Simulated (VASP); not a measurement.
# Si2Ni (Fm-3m) in VASP: a series of runs, part 2 of 2

VASP 6.6.1.

## Step 3: Single point, PBE, collinear spin, ferromagnetic start

Input file INCAR:

```
SYSTEM = Si2Ni
PREC = Accurate ; ENCUT = 520
EDIFF = 1E-7 ; ISMEAR = -1
SIGMA = 0.05 ; LREAL = .False.
LASPH = .True. ; NELM = 150
ALGO = Normal ; ISIF = 2
LWAVE = .False. ; LCHARG = .False.
ISPIN = 2 ; MAGMOM = 0 0 2
LORBIT = 11 ; LMAXMIX = 4
GGA = PE ; NBANDS = 20
```

Input file KPOINTS:

```
regular mesh
0
Gamma
  9 9 9
  0 0 0
```

Input file POSCAR:

```
Si2Ni
1.0
    0.0000000000      2.7030000000      2.7030000000
    2.7030000000      0.0000000000      2.7030000000
    2.7030000000      2.7030000000      0.0000000000
Si Ni
2 1
Direct
    0.2500000000      0.2500000000      0.2500000000
    0.7500000000      0.7500000000      0.7500000000
    0.0000000000      0.0000000000      0.0000000000
```

Potentials or basis: VASP PAW PBE potentials, release 64 (Si, Ni).

Run with:

```bash
> cat potpaw_PBE.64/Si/POTCAR potpaw_PBE.64/Ni/POTCAR > POTCAR
> mpirun -np 1 vasp_std > vasp.out
```

OUTCAR:

```text
SYSTEM = Si2Ni
   PREC = Accurate
   ENCUT = 520
   EDIFF = 1E-7
   ISMEAR = -1
   LREAL = .False.
   LASPH = .True.
   NELM = 150
   ISIF = 2
   ISPIN = 2
   LORBIT = 11
   GGA = PE

 ion  position               nearest neighbor table
   1  0.250  0.250  0.250-   3 2.34   3 2.34   3 2.34   3 2.34   2 2.70   2 2.70   2 2.70   2 2.70
                             2 2.70   2 2.70
   2  0.750  0.750  0.750-   3 2.34   3 2.34   3 2.34   3 2.34   1 2.70   1 2.70   1 2.70   1 2.70
                             1 2.70   1 2.70
   3  0.000  0.000  0.000-   2 2.34   1 2.34   2 2.34   1 2.34   2 2.34   2 2.34   1 2.34   1 2.34

  LATTYP: Found a face centered cubic cell.
 ALAT       =     5.4060000000

  Lattice vectors:

 A1 = (   0.0000000000,   2.7030000000,   2.7030000000)
 A2 = (   2.7030000000,   0.0000000000,   2.7030000000)
 A3 = (   2.7030000000,   2.7030000000,   0.0000000000)

Analysis of symmetry for initial positions (statically):
=====================================================================
 Subroutine PRICEL returns:
 Original cell was already a primitive cell.

 Routine SETGRP: Setting up the symmetry group for a
 face centered cubic supercell.

 Subroutine GETGRP returns: Found 48 space group operations
 (whereof 48 operations were pure point group operations)
 out of a pool of 48 trial point group operations.

The static configuration has the point symmetry O_h .

Analysis of symmetry for dynamics (positions and initial velocities):
=====================================================================
 Subroutine PRICEL returns:
 Original cell was already a primitive cell.

 Routine SETGRP: Setting up the symmetry group for a
 face centered cubic supercell.

 Subroutine GETGRP returns: Found 48 space group operations
 (whereof 48 operations were pure point group operations)
 out of a pool of 48 trial point group operations.

The dynamic configuration has the point symmetry O_h .

Analysis of structural, dynamic, and magnetic symmetry:
=====================================================================
 Subroutine PRICEL returns:
 Original cell was already a primitive cell.

 Routine SETGRP: Setting up the symmetry group for a
 face centered cubic supercell.

 Subroutine GETGRP returns: Found 48 space group operations
 (whereof 48 operations were pure point group operations)
 out of a pool of 48 trial point group operations.

The overall configuration has the point symmetry O_h .

 Subroutine INISYM returns: Found 48 space group operations
 (whereof 48 operations are pure point group operations),
 and found     1 'primitive' translations

----------------------------------------------------------------------------------------

                                     Primitive cell

  volume of cell :      39.4974

  direct lattice vectors                    reciprocal lattice vectors
     0.000000000  2.703000000  2.703000000    -0.184979652  0.184979652  0.184979652
     2.703000000  0.000000000  2.703000000     0.184979652 -0.184979652  0.184979652
     2.703000000  2.703000000  0.000000000     0.184979652  0.184979652 -0.184979652

  length of vectors
     3.822619259  3.822619259  3.822619259     0.320394156  0.320394156  0.320394156

  position of ions in fractional coordinates (direct lattice)
     0.250000000  0.250000000  0.250000000
     0.750000000  0.750000000  0.750000000
[... 77 lines left out ...]
   ENCUT  =  520.0 eV  38.22 Ry    6.18 a.u.   7.11  7.11  7.11*2*pi/ulx,y,z
   NELM   =    150;   NELMIN=  2; NELMDL= -5     # of ELM steps
   EDIFF  = 0.1E-06   stopping-criterion for ELM
   LREAL  =      F    real-space projection
   EDIFFG = 0.1E-05   stopping-criterion for IOM
   NSW    =      0    number of steps for IOM
   IBRION =     -1    ionic relax: 0-MD 1-quasi-New 2-CG
   NFREE  =      0    steps in history (QN), initial steepest desc. (CG)
   ISIF   =      2    stress and relaxation
   ISYM   =      2    0-nonsym 1-usesym 2-fastsym
   POTIM  = 0.5000    time-step for ionic-motion
   TEBEG  =    0.0;   TEEND  =   0.0 temperature during run
   PSTRESS=    0.0 pullay stress
   NELECT =      18.0000    total number of electrons
   NUPDOWN=      -1.0000    fix difference up-down
   EMIN   =  10.00;   EMAX   =-10.00  energy-range for DOS
   EFERMI =   0.00;   METHOD = LEGACY
   ISMEAR =    -1;   SIGMA  =   0.05  broadening in eV -4-tet -1-fermi 0-gaus
   EFERMI_NEDOS =   21; number of points for ismear=-14 and -15
   IALGO  =     38    algorithm
   IMIX   =      4    mixing-type and parameters
     AMIX     =   0.40;   BMIX     =  1.00
     AMIX_MAG =   1.60;   BMIX_MAG =  1.00
  volume/ion in A,a.u.               =      13.17        88.85
  Fermi-wavevector in a.u.,A,eV,Ry     =   1.259823  2.380721 21.594550  1.587155
  Thomas-Fermi vector in A             =   2.393364
   LORBIT       =     11    0 simple, 1 ext, 2 COOP (PROOUT), +10 PAW based schemes
   GGA     = PE    functional components
   LHFCALC =     F    Hartree Fock is set to
   AEXX    =    0.0000 exact exchange contribution
   IVDW    =     0    specifies the selected vdW correction
   LEPSILON=     F    determine dielectric tensor
   LRPA    =     F    only Hartree local field effects (RPA)
 spin polarized calculation
  energy-cutoff  :      520.00
  volume of cell :       39.50
 maximum number of plane-waves:      1073
   NGX = 15   NGY = 15   NGZ = 15

 number of electron      17.9999999 magnetization      -0.0000529

 number of electron      17.9999999 magnetization       0.0000437

 Free energy of the ion-electron system (eV)
  ---------------------------------------------------
  ext. energy  EPLUGINS =         0.00000000
  ---------------------------------------------------
  free energy    TOTEN  =       -17.36425304 eV

  energy without entropy =      -17.35672669  energy(sigma->0) =      -17.36048986

 E-fermi :  10.4731     XC(G=0): -11.5864

 val. band max:       10.4115919914   @ k =   0.3333   0.2222   0.0000
 cond. band min:      10.5309339300   @ k =   0.1111   0.1111   0.0000
 fundamental gap:      0.1193419386
 Fermi energy:        10.4731315077

 spin component 1

 k-point     1 :       0.0000    0.0000    0.0000
  band No.  band energies     occupation
      1      -3.3985      1.00000
      2       5.2535      1.00000
      3       5.2535      1.00000
      4       5.2535      1.00000
      5       6.9460      1.00000
      6       6.9460      1.00000
[... 541 lines left out ...]
     19      24.2221      0.00000
     20      24.2221      0.00000

 [... further k-points ...]

 spin component 2

 k-point     1 :       0.0000    0.0000    0.0000
  band No.  band energies     occupation
      1      -3.3984      1.00000
      2       5.2535      1.00000
      3       5.2535      1.00000
      4       5.2535      1.00000
      5       6.9460      1.00000
      6       6.9460      1.00000
[... 541 lines left out ...]
     19      24.2222      0.00000
     20      24.2222      0.00000

 [... further k-points ...]

------------------------ aborting loop because EDIFF is reached ----------------------------------------

  FORCE on cell =-STRESS in cart. coord.  units (eV):
  Direction    XX          YY          ZZ          XY          YZ          ZX
  --------------------------------------------------------------------------------------
  -------------------------------------------------------------------------------------
  Total        0.9273093      0.9273093      0.9273093      0.0000000      0.0000000     -0.0000000
  in kB       37.6155199     37.6155199     37.6155199      0.0000000      0.0000000     -0.0000000
  external PRESSURE =      37.6155199 kB  Pullay stress =       0.0000000 kB

 VOLUME and BASIS-vectors are now :
 -----------------------------------------------------------------------------
  energy-cutoff  :      520.00
  volume of cell :       39.50
      direct lattice vectors                 reciprocal lattice vectors
     0.000000000  2.703000000  2.703000000    -0.184979652  0.184979652  0.184979652
     2.703000000  0.000000000  2.703000000     0.184979652 -0.184979652  0.184979652
     2.703000000  2.703000000  0.000000000     0.184979652  0.184979652 -0.184979652

 POSITION                                       TOTAL-FORCE (eV/Angst)
 -----------------------------------------------------------------------------------
      1.35150      1.35150      1.35150        -0.000000     -0.000000     -0.000000
      4.05450      4.05450      4.05450         0.000000      0.000000      0.000000
      0.00000      0.00000      0.00000         0.000000      0.000000     -0.000000
 -----------------------------------------------------------------------------------
    total drift:                               -0.000000     -0.000000      0.000000

  FREE ENERGIE OF THE ION-ELECTRON SYSTEM (eV)
  ---------------------------------------------------
  free  energy   TOTEN  =       -17.3642530351 eV

  energy  without entropy=      -17.3567266920  energy(sigma->0) =      -17.36048986

 total charge

# of ion       s       p       d       tot
------------------------------------------
    1        0.746   0.842   0.000   1.588
    2        0.746   0.842   0.000   1.588
    3        0.560   0.796   8.451   9.808
--------------------------------------------------
tot          2.051   2.481   8.451  12.984

 magnetization (x)

# of ion       s       p       d       tot
------------------------------------------
    1        0.000  -0.000   0.000   0.000
    2        0.000  -0.000   0.000   0.000
    3        0.000   0.000   0.000   0.000
--------------------------------------------------
tot          0.000   0.000   0.000   0.000
```

stdout:

```text
POSCAR found type information on POSCAR SiNi
 POSCAR found :  2 types and       3 ions
 scaLAPACK will be used
 LDA part: xc-table for (Slater+PW92), standard interpolation
 POSCAR, INCAR and KPOINTS ok, starting setup
 FFT: planning ... GRIDC
 FFT: planning ... GRID_SOFT
 FFT: planning ... GRID
 WAVECAR not read
 entering main loop
```

Run time: 36 s. Hardware: 1 thread of AMD EPYC 9R14 (Zen 4), shared host; peak memory 0.17 GiB.

Results:

```
Free energy                                           : -17.3643 eV
Pressure                                              : 3.8 GPa
Band gap on the k mesh                                : zero (filled and empty bands overlap)
Net moment                                            : 0.00 μB per cell
Valence electrons inside the program's atomic spheres : Si 1.59; Ni 9.81
```

Caveat: the starting moments collapsed, and a magnetic state may lie lower.
